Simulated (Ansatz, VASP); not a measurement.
**One calculation of Ti, two programs**

```
Ti
1.0
    -1.66562    1.66562    1.66562
     1.66562   -1.66562    1.66562
     1.66562    1.66562   -1.66562
Ti
1
Direct
  0.00000 0.00000 0.00000
```

Change from the starting cell: strain +0.015 along x and y, +0.015 along z, atoms carried along.

Alike in both runs: task single point; functional LDA; k mesh 20 × 20 × 20; occupations gaussian, width 0.15 eV; no spin polarisation.

|  | VASP | Ansatz |
| --- | --- | --- |
| version | VASP 6.6.1 | Ansatz 0.2.0 |
| potentials or method | VASP PAW LDA potentials, release 64 (Ti_sv), cutoff 520 eV | scalar-relativistic, plane waves, PAW |
| valence electrons in the cell | 12 | 12 |

|  | VASP | Ansatz | Ansatz less VASP |
| --- | --- | --- | --- |
| gap on the k mesh at the Fermi level (eV) | none | none | - |
| pressure (GPa) | -14.1 | -14.1 | +0.02 |

LDA's correlation is that of Perdew and Zunger in VASP and of Perdew and Wang (1992) in Ansatz. A gap of «none» marks a metal or a gap that the smearing closes.
